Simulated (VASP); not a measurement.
A run of VASP 6.6.1 is set up as follows.

Contents of INCAR:

```
SYSTEM = BAs
ALGO = Normal
EDIFF = 1E-7
ENCUT = 520
GGA = PE
ISIF = 2
ISMEAR = -1
LASPH = .TRUE.
LCHARG = .FALSE.
LREAL = .FALSE.
LWAVE = .FALSE.
NBANDS = 11
NELM = 80
PREC = Accurate
SIGMA = 0.03
```

KPOINTS

```
k-points
0
G
  15 15 15
  0 0 0
```

POSCAR

```
BAs
1.0
    0.0000000000      2.3885000000      2.3646150000
    2.3885000000      0.0000000000      2.3646150000
    2.3885000000      2.3885000000      0.0000000000
B As
1 1
Direct
    0.0000000000      0.0000000000      0.0000000000
    0.7500000000      0.7500000000      0.7500000000
```

Potentials or basis: VASP PAW PBE potentials, release 64 (B, As).

Run with:

```console
$ cat potpaw_PBE.64/B/POTCAR potpaw_PBE.64/As/POTCAR > POTCAR
$ mpirun -np 1 vasp_std > vasp.out
```

Problem. What does it give for the pressure?

Solution. 4.9 GPa.

Problem. Predict the band gap on the k mesh.

Solution. 1.01 eV, indirect (least direct gap 3.18 eV).

Stress tensor (GPa, compression positive):
```
4.24 0.00 0.00
0.00 4.24 0.00
0.00 0.00 6.30
```

Caveat: the cell differs from its parent crystal (zz strain of -1 %). A k mesh can miss the band edges.
